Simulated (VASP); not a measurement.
# Li32HF32 (a cell with a defect) in VASP: single point with PBEsol

Aim: the single point of Li32HF32 (a cell with a defect) with PBEsol.

All numbers are computed with VASP 6.6.1; they aren't measurements. Logs are shortened: lines on timing, memory, paths and dates and some standing lists are left out, and cuts for length are marked.

### Step 1. The cell of the first run

The cell holds a defect, 65 atoms: a = 8.015 Å, b = 8.015 Å, c = 8.015 Å, α = 90.00°, β = 90.00°, γ = 90.00°.

### Step 2. Single point, PBEsol, collinear spin

File INCAR:

```
PREC     = Accurate       # precision mode
ENCUT    = 650            # plane-wave cutoff, eV
EDIFF    = 1E-6           # SCF threshold, eV
ISMEAR   = -1             # smearing method
SIGMA    = 0.05           # smearing width, eV
LREAL    = Auto         
LASPH    = T              # aspherical terms in the spheres
NELM     = 200            # most SCF steps
ALGO     = Normal         # electronic algorithm
ISIF     = 2              # what is computed and relaxed
LWAVE    = F              # write WAVECAR
LCHARG   = T              # write CHGCAR
ISPIN    = 2              # spin polarisation
MAGMOM   = 0.062 0.062 0.062 0.062 0.062 0.062 0.062 0.062 0.062 0.062 0.062 0.062 0.062 0.062 0.062 0.062 0.062 0.062 0.062 0.062 0.062 0.062 0.062 0.062 0.062 0.062 0.062 0.062 0.062 0.062 0.062 0.062 0.062 0.062 0.062 0.062 0.062 0.062 0.062 0.062 0.062 0.062 0.062 0.062 0.062 0.062 0.062 0.062 0.062 0.062 0.062 0.062 0.062 0.062 0.062 0.062 0.062 0.062 0.062 0.062 0.062 0.062 0.062 0.062 0.062 # initial moments
LORBIT   = 11             # projections on sites
GGA      = PS             # functional
LELF     = T              # ELF
LVHAR    = T            
NELECT   = 322.0        
ISYM     = 0            
NBANDS   = 202            # bands
GGA_COMPAT= F            
NCORE    = 4
```

File KPOINTS:

```
Automatic mesh
0
Gamma
  1 1 1
  0.25 0.25 0.25
```

File POSCAR:

```
Li32HF32
1.0
    8.0151850000      0.0000000000      0.0000000000
    0.0000000000      8.0151850000      0.0000000000
    0.0000000000      0.0000000000      8.0151850000
F Li H
32 32 1
Direct
    0.2533580000      0.9934900000      0.9971390000
    0.2465900000      0.0003350000      0.5119830000
    0.2590230000      0.4927750000      0.0030330000
    0.2571130000      0.4981580000      0.4943080000
    0.7543210000      0.0003800000      0.9992790000
    0.7531840000      0.0037350000      0.5056110000
    0.7503950000      0.4989380000      0.9960510000
    0.7490300000      0.5009850000      0.5005400000
    0.9961730000      0.2479670000      0.9954600000
    0.9995960000      0.2511870000      0.5115490000
    0.9989990000      0.7454060000      0.9927530000
    0.9999670000      0.7505300000      0.5005040000
    0.4965880000      0.2524580000      0.0004900000
    0.4953410000      0.2479230000      0.5006110000
    0.4962610000      0.7555560000      0.9982980000
    0.4976300000      0.7476140000      0.5071400000
    0.0014890000      0.9929970000      0.2459350000
    0.9928000000      0.9945180000      0.7506050000
    0.0085950000      0.4956320000      0.2474630000
    0.0070690000      0.5019500000      0.7411770000
    0.4931550000      0.9994780000      0.2427200000
    0.5019470000      0.0112090000      0.7447250000
    0.4992160000      0.5035580000      0.2540710000
    0.4992080000      0.5015270000      0.7513620000
    0.2408440000      0.2568800000      0.2463100000
    0.2533560000      0.2454390000      0.7645590000
    0.2481830000      0.7491070000      0.2522500000
    0.2478420000      0.7511080000      0.7589360000
    0.7509780000      0.2458710000      0.2482480000
    0.7571000000      0.2445510000      0.7537850000
    0.7516370000      0.7423640000      0.2571110000
    0.7527280000      0.7474960000      0.7478670000
    0.0022360000      0.0040480000      0.0029840000
    0.9963990000      0.9948960000      0.4961690000
    0.0031220000      0.5049170000      0.0055900000
    0.0012890000      0.4993120000      0.4947660000
    0.5000710000      0.9990640000      0.0076720000
    0.4914720000      0.9950040000      0.4994450000
    0.5028710000      0.5032480000      0.9918430000
    0.5000260000      0.5036570000      0.5065480000
    0.2445270000      0.2466280000      0.9931800000
    0.2457620000      0.2605690000      0.5036970000
    0.2484080000      0.7552390000      0.0046090000
    0.2514530000      0.7471710000      0.5076240000
    0.7630530000      0.2448750000      0.9976390000
    0.7570240000      0.2443110000      0.5038820000
    0.7464160000      0.7582680000      0.9944310000
    0.7447570000      0.7529780000      0.4968250000
    0.2488890000      0.9939400000      0.2545460000
    0.2572000000      0.9986930000      0.7367380000
    0.2440070000      0.4957460000      0.2458630000
    0.2475260000      0.4987000000      0.7467440000
    0.7470090000      0.9963300000      0.2516560000
    0.7485760000      0.0043240000      0.7484510000
    0.7461230000      0.5038230000      0.2465210000
    0.7526580000      0.5004700000      0.7548020000
    0.0036610000      0.2552190000      0.2535670000
    0.0051310000      0.2429940000      0.7486250000
    0.9970870000      0.7404480000      0.2459320000
    0.9999410000      0.7495750000      0.7466550000
    0.4998320000      0.2483280000      0.2505390000
    0.4986230000      0.2537810000      0.7531300000
    0.5002840000      0.7472260000      0.2564940000
    0.5005540000      0.7422940000      0.7552670000
    0.3717310000      0.3656100000      0.3657490000
```

Potentials or basis: VASP PAW PBE potentials, release 64 (F, Li_sv, H).

Launch:

```console
> cat potpaw_PBE.64/F/POTCAR potpaw_PBE.64/Li_sv/POTCAR potpaw_PBE.64/H/POTCAR > POTCAR
> mpirun -np 4 vasp_std > vasp.out
```

OUTCAR:

```text
PREC = Accurate
   ENCUT = 650
   EDIFF = 1E-6
   ISMEAR = -1
   LREAL = Auto
   LASPH = T
   NELM = 200
   ISIF = 2
   ISPIN = 2
   LORBIT = 11
   GGA = PS
   NELECT = 322.0
   ISYM = 0

 ion  position               nearest neighbor table
   1  0.253  0.993  0.997-  43 1.91  37 1.98  33 2.02  41 2.03  49 2.06  50 2.09
   2  0.247  0.000  0.512-  50 1.80  38 1.97  34 2.01  44 2.03  49 2.06  42 2.09
   3  0.259  0.493  0.003-  51 1.95  39 1.96  41 1.98  35 2.05  52 2.06  43 2.11
   4  0.257  0.498  0.494-  42 1.91  40 1.95  51 1.99  44 2.00  52 2.02  36 2.05
   5  0.754  0.000  0.999-  47 1.94  45 1.96  33 1.99  54 2.01  53 2.02  37 2.04
   6  0.753  0.004  0.506-  46 1.93  54 1.95  34 1.95  48 2.01  53 2.04  38 2.10
[... 33 lines left out ...]
  40  0.500  0.504  0.507-   4 1.95  16 1.96  24 1.96   8 2.00  23 2.02  14 2.05
  41  0.245  0.247  0.993-  26 1.83   3 1.98   9 1.99  13 2.02   1 2.03  25 2.03
  42  0.246  0.261  0.504-  65 1.72   4 1.91  10 1.98  14 2.00  25 2.06   2 2.09  26 2.10
  43  0.248  0.755  0.005-   1 1.91  28 1.97  27 1.99  15 1.99  11 2.00   3 2.11
  44  0.251  0.747  0.508-  16 1.97   4 2.00  28 2.01  12 2.02   2 2.03  27 2.05
  45  0.763  0.245  0.998-   9 1.87  30 1.96   5 1.96  29 2.01   7 2.04  13 2.14
  46  0.757  0.244  0.504-   6 1.93  10 1.95  30 2.00  29 2.05   8 2.06  14 2.10
  47  0.746  0.758  0.994-   5 1.94  32 1.98  15 2.01  11 2.03   7 2.08  31 2.11
  48  0.745  0.753  0.497-  31 1.92  16 1.98   6 2.01  32 2.01   8 2.02  12 2.05
[... 10 lines left out ...]
  59  0.997  0.740  0.246-  19 1.96  31 1.97  27 2.01  17 2.02  11 2.03  12 2.04
  60  1.000  0.750  0.747-  18 1.96  11 1.97  12 1.97  32 1.98  20 1.99  28 1.99
  61  0.500  0.248  0.251-  65 1.67  21 2.00  13 2.00  14 2.00  29 2.01  23 2.05  25 2.08
  62  0.499  0.254  0.753-  22 1.95  26 1.97  13 1.98  24 1.99  14 2.02  30 2.07
  63  0.500  0.747  0.256-  23 1.95  16 2.01  31 2.02  27 2.02  21 2.03  15 2.07
  64  0.501  0.742  0.755-  24 1.93  15 1.95  16 1.99  32 2.02  28 2.03  22 2.16
  65  0.372  0.366  0.366-  61 1.67  42 1.72

IMPORTANT INFORMATION: All symmetrisations will be switched off!
NOSYMM: (Re-)initialisation of all symmetry stuff for point group C_1.

----------------------------------------------------------------------------------------

                                     Primitive cell

  volume of cell :     514.9211

  direct lattice vectors                    reciprocal lattice vectors
     8.015185000  0.000000000  0.000000000     0.124763184  0.000000000  0.000000000
     0.000000000  8.015185000  0.000000000     0.000000000  0.124763184  0.000000000
     0.000000000  0.000000000  8.015185000     0.000000000  0.000000000  0.124763184

  length of vectors
     8.015185000  8.015185000  8.015185000     0.124763184  0.124763184  0.124763184

  position of ions in fractional coordinates (direct lattice)
     0.253358000  0.993490000  0.997139000
     0.246590000  0.000335000  0.511983000
     0.259023000  0.492775000  0.003033000
     0.257113000  0.498158000  0.494308000
     0.754321000  0.000380000  0.999279000
     0.753184000  0.003735000  0.505611000
[... 57 lines left out ...]
     0.500554000  0.742294000  0.755267000
     0.371731000  0.365610000  0.365749000

  ion indices of the primitive-cell ions
   primitive index   ion index
                 1           1
                 2           2
                 3           3
                 4           4
                 5           5
                 6           6
[... 57 lines left out ...]
                64          64
                65          65

----------------------------------------------------------------------------------------

 KPOINTS: Automatic mesh

Automatic generation of k-mesh.
 Grid dimensions read from file:
 generate k-points for:    1    1    1

 Generating k-lattice:

[... 53 lines left out ...]
   EMIN   =  10.00;   EMAX   =-10.00  energy-range for DOS
   EFERMI =   0.00;   METHOD = LEGACY
   ISMEAR =    -1;   SIGMA  =   0.05  broadening in eV -4-tet -1-fermi 0-gaus
   EFERMI_NEDOS =   21; number of points for ismear=-14 and -15
   IALGO  =     38    algorithm
   IMIX   =      4    mixing-type and parameters
     AMIX     =   0.40;   BMIX     =  1.00
     AMIX_MAG =   1.60;   BMIX_MAG =  1.00
  volume/ion in A,a.u.               =       7.92        53.46
  Fermi-wavevector in a.u.,A,eV,Ry     =   1.399952  2.645526 26.665602  1.959866
  Thomas-Fermi vector in A             =   2.522961
   LORBIT       =     11    0 simple, 1 ext, 2 COOP (PROOUT), +10 PAW based schemes
   GGA     = PS    functional components
   LHFCALC =     F    Hartree Fock is set to
   AEXX    =    0.0000 exact exchange contribution
   IVDW    =     0    specifies the selected vdW correction
   LEPSILON=     F    determine dielectric tensor
   LRPA    =     F    only Hartree local field effects (RPA)
 spin polarized calculation
  energy-cutoff  :      650.00
  volume of cell :      514.92
 maximum number of plane-waves:     19339
 NGX is ok and might be reduce to    70
   NGX = 33   NGY = 33   NGZ = 33

 number of electron     321.9999977 magnetization       0.0018848

 number of electron     321.9999977 magnetization      -0.0005495

 Free energy of the ion-electron system (eV)
  ---------------------------------------------------
  ext. energy  EPLUGINS =         0.00000000
  ---------------------------------------------------
  free energy    TOTEN  =      -306.43338569 eV

  energy without entropy =     -306.43307641  energy(sigma->0) =     -306.43323105

 E-fermi :   8.0032     XC(G=0): -10.3502

 val. band max:        7.5708903537   @ k =   0.2500   0.2500   0.2500
 cond. band min:       8.4318695013   @ k =  -0.2500  -0.2500   0.2500
 fundamental gap:      0.8609791476
 Fermi energy:         8.0031757040

 spin component 1

 k-point     1 :       0.2500    0.2500    0.2500
  band No.  band energies     occupation
      1     -41.6783      1.00000
      2     -41.6585      1.00000
      3     -41.5374      1.00000
      4     -41.5007      1.00000
      5     -41.4955      1.00000
      6     -41.4476      1.00000
[... 693 lines left out ...]
    172      10.5265      0.00000
    173      10.8364      0.00000
 Fermi energy:         8.0031757040

 spin component 2

 k-point     1 :       0.2500    0.2500    0.2500
  band No.  band energies     occupation
      1     -41.6782      1.00000
      2     -41.6584      1.00000
      3     -41.5372      1.00000
      4     -41.5005      1.00000
      5     -41.4953      1.00000
      6     -41.4474      1.00000
[... 693 lines left out ...]
    172      10.5264      0.00000
    173      10.8364      0.00000
 [bands above 173 left out]

------------------------ aborting loop because EDIFF is reached ----------------------------------------

  FORCE on cell =-STRESS in cart. coord.  units (eV):
  Direction    XX          YY          ZZ          XY          YZ          ZX
  --------------------------------------------------------------------------------------
  -------------------------------------------------------------------------------------
  Total       18.0156741     17.9062184     18.7379906      0.4745268      0.1108648      1.1902131
  in kB       56.0557860     55.7152145     58.3032744      1.4764906      0.3449559      3.7033492
  external PRESSURE =      56.6914250 kB  Pullay stress =       0.0000000 kB

 VOLUME and BASIS-vectors are now :
 -----------------------------------------------------------------------------
  energy-cutoff  :      650.00
  volume of cell :      514.92
      direct lattice vectors                 reciprocal lattice vectors
     8.015185000  0.000000000  0.000000000     0.124763184  0.000000000  0.000000000
     0.000000000  8.015185000  0.000000000     0.000000000  0.124763184  0.000000000
     0.000000000  0.000000000  8.015185000     0.000000000  0.000000000  0.124763184

 POSITION                                       TOTAL-FORCE (eV/Angst)
 -----------------------------------------------------------------------------------
      2.03071      7.96301      7.99225        -0.229085      0.073262      0.018604
      1.97646      0.00269      4.10364        -0.083654     -0.276210     -0.602394
      2.07612      3.94968      0.02431        -0.532389      0.511315     -0.394332
      2.06081      3.99283      3.96197        -2.264779      2.391363      2.529099
      6.04602      0.00305      8.00941        -0.194254     -0.227622      0.162433
      6.03691      0.02994      4.05257        -0.037966     -0.427774     -0.451604
[... 57 lines left out ...]
      4.01203      5.94962      6.05360        -0.090592      0.243915     -0.079087
      2.97949      2.93043      2.93155         0.434647      0.106611      0.132704
 -----------------------------------------------------------------------------------
    total drift:                                0.052382      0.022357      0.034255

  FREE ENERGIE OF THE ION-ELECTRON SYSTEM (eV)
  ---------------------------------------------------
  free  energy   TOTEN  =      -306.4333856937 eV

  energy  without entropy=     -306.4330764108  energy(sigma->0) =     -306.43323105

 total charge

# of ion       s       p       d       tot
------------------------------------------
    1        1.723   4.402   0.000   6.126
    2        1.723   4.410   0.000   6.133
    3        1.723   4.402   0.000   6.124
    4        1.746   4.379   0.000   6.125
    5        1.722   4.407   0.000   6.130
    6        1.724   4.406   0.000   6.129
[... 57 lines left out ...]
   64        2.020   0.058   0.000   2.077
   65        0.609   0.015   0.000   0.624
--------------------------------------------------
tot        120.537 142.730   0.000 263.267

 magnetization (x)

# of ion       s       p       d       tot
------------------------------------------
    1        0.000  -0.000   0.000   0.000
    2        0.000   0.000   0.000   0.000
    3        0.000   0.000   0.000   0.000
    4        0.000  -0.000   0.000  -0.000
    5       -0.000  -0.000   0.000  -0.000
    6        0.000  -0.000   0.000  -0.000
[... 57 lines left out ...]
   64        0.000  -0.000   0.000  -0.000
   65       -0.000  -0.000   0.000  -0.000
--------------------------------------------------
tot          0.000  -0.000   0.000  -0.000
```

It took 12 min on 4 MPI ranks of Intel Xeon Platinum 8375C at 2.90GHz (Ice Lake), shared host; peak memory 0.44 GiB.

Results:

| Quantity | Value |
| --- | --- |
| Free energy | -306.4334 eV |
| Largest force | 4.599 eV/Å |
| Net moment | 0.00 μB per cell |
| Valence electrons inside the program's atomic spheres | F 6.13, 6.12, 6.11, 6.14 (each value once); Li 2.08, 2.09, 2.10, 2.07 (each value once); H 0.62 |

Forces on the atoms (eV/Å):
```
F   -0.229  0.073  0.019
F   -0.084 -0.276 -0.602
F   -0.532  0.511 -0.394
F   -2.265  2.391  2.529
F   -0.194 -0.228  0.162
F   -0.038 -0.428 -0.452
F    0.229  0.144  0.016
F    0.281  0.009  0.080
F    0.089  0.110 -0.025
F   -0.011 -0.139 -0.404
F   -0.084  0.031  0.401
F   -0.090  0.045 -0.150
F    0.412 -0.236 -0.131
F    2.353 -2.057  2.427
F    0.367 -0.028 -0.092
F    0.113  0.450 -0.066
F   -0.276 -0.062  0.220
F    0.273  0.125 -0.012
F   -0.700  0.327 -0.013
F   -0.261 -0.117  0.399
F    0.380 -0.364  0.453
F    0.044 -0.675  0.314
F    2.276  2.350 -2.012
F    0.159  0.076  0.088
F   -2.729 -2.824 -2.393
F   -0.342  0.130 -0.647
F   -0.086  0.203 -0.043
F    0.182 -0.002 -0.279
F    0.296 -0.038  0.036
F   -0.055  0.329  0.038
F    0.077  0.548 -0.288
F   -0.265  0.074  0.119
Li   0.131 -0.114 -0.126
Li   0.128  0.057  0.117
Li   0.085 -0.242 -0.302
Li   0.086  0.065  0.199
Li  -0.192  0.270 -0.346
Li   0.136  0.548  0.126
Li  -0.202 -0.266  0.580
Li  -0.186 -0.584 -0.596
Li   0.283  0.056  0.618
Li   0.399 -0.110 -0.238
Li   0.099 -0.163 -0.096
Li  -0.132 -0.220 -0.158
Li  -0.451  0.153  0.078
Li  -0.491  0.256 -0.029
Li   0.088 -0.217  0.034
Li   0.170 -0.208  0.255
Li  -0.060  0.390 -0.145
Li  -0.054  0.052  0.704
Li   0.738 -0.167  0.188
Li   0.065  0.003  0.068
Li   0.097  0.214 -0.017
Li  -0.046 -0.020  0.000
Li  -0.339 -0.336  0.140
Li   0.106 -0.139 -0.262
Li   0.068 -0.204 -0.104
Li  -0.082  0.111  0.124
Li   0.181  0.214  0.156
Li   0.050 -0.018  0.022
Li  -0.130  0.309  0.005
Li   0.046 -0.147 -0.177
Li  -0.223 -0.348 -0.167
Li  -0.091  0.244 -0.079
H    0.435  0.107  0.133
```

Levels at points of the mesh, in eV from the Fermi level:
Spin up:
```tsv
k point	band 157	band 158	band 159	band 160	band 161	band 162	band 163	band 164	band 165	band 166
(0.25, 0.25, 0.25)	-8.60	-8.54	-8.47	-8.34	-0.43	0.43	1.23	1.29	1.41	1.56
```
Spin down:
```tsv
k point	band 159	band 160	band 161	band 162	band 163	band 164
(0.25, 0.25, 0.25)	-8.47	-8.34	-0.43	0.43	1.23	1.29
```

Caveat: the cell carries a net charge on a neutralising background, which shifts energy and pressure; the cell is charged against a uniform background, so pressure and absolute levels hang on convention; the PAW data sets were made with another functional, which shifts forces and pressure a little.
